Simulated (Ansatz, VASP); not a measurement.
# TiO2: VASP beside Ansatz

```xyz
6
Lattice="4.6280 0.0000 0.0000 0.0000 4.6280 0.0000 0.0000 0.0000 2.9737" Properties=species:S:1:pos:R:3 pbc="T T T"
Ti    0.0000    0.0000    0.0000
Ti    2.3140    2.3140    1.4868
O     1.4133    1.4133    0.0000
O     0.9007    3.7273    1.4868
O     3.2147    3.2147    0.0000
O     3.7273    0.9007    1.4868
```

Alike in both runs: functional r2SCAN; k mesh 6 × 6 × 10; occupations fermi-dirac, width 0.02 eV; no spin polarisation.

Ansatz relaxed the structure, and its values are those at the end. VASP's run is a single point on that final structure, the one shown.

```csv
,VASP,Ansatz
version,VASP 6.6.1,Ansatz 0.2.0
potentials or method,"VASP PAW PBE potentials, release 64 (Ti_sv, O), cutoff 520 eV",PAW plane waves
valence electrons in the cell,48,48
```

VASP gave:

```
gap on the k mesh at the Fermi level (eV) : 2.20
pressure (GPa)                            : -3.5
rms of the force components (eV/Å)        : 0.016
```

Q: Estimate Ansatz's values.

A: gap on the k mesh at the Fermi level (eV): 2.20; pressure (GPa): -4.5; rms of the force components (eV/Å): 0.000.

VASP's potentials were made for PBE, not for r2SCAN. The functional is the same, so the differences come from potentials, cutoffs and numerics. Ansatz's warnings: stress scf threshold loose.
